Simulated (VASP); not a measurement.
Here is a VASP 6.6.1 calculation.

INCAR

```
SYSTEM = CoO
PREC     = Accurate       ! precision mode
ENCUT    = 520            ! plane-wave cutoff, eV
EDIFF    = 1E-6           ! SCF threshold, eV
ISMEAR   = 0              ! smearing method
SIGMA    = 0.1            ! smearing width, eV
LREAL    = .FALSE.        ! projectors in reciprocal space
LASPH    = .TRUE.         ! aspherical terms in the spheres
NELM     = 60             ! most SCF steps
ALGO     = Normal         ! electronic algorithm
ISIF     = 2              ! what is computed and relaxed
LWAVE    = .FALSE.        ! write WAVECAR
LCHARG   = .TRUE.         ! write CHGCAR
GGA      = PE             ! functional
LELF     = .TRUE.         ! ELF
LVHAR    = .TRUE.       
NBANDS   = 14             ! bands
```

Contents of KPOINTS:

```
regular mesh
0
G
  16 16 16
  0 0 0
```

File POSCAR:

```
CoO
1.0
    0.0000000000      2.1812499060      2.1812499060
    2.1812499060      0.0000000000      2.1812499060
    2.1812499060      2.1812499060      0.0000000000
Co O
1 1
Direct
    0.0000000000      0.0000000000      0.0000000000
    0.2500000000      0.2500000000      0.2500000000
```

Potentials or basis: VASP PAW PBE potentials, release 64 (Co, O).

The run is started by

```bash
$ cat potpaw_PBE.64/Co/POTCAR potpaw_PBE.64/O/POTCAR > POTCAR
$ mpirun -np 1 vasp_std > vasp.out
```

(1) Predict the pressure.

Results:

(1) 0.2 GPa.

Caveat: an odd number of electrons without spin polarisation forces a metal; a magnetic or distorted state may lie lower; the run has no spin polarisation, though such a crystal can be magnetic.
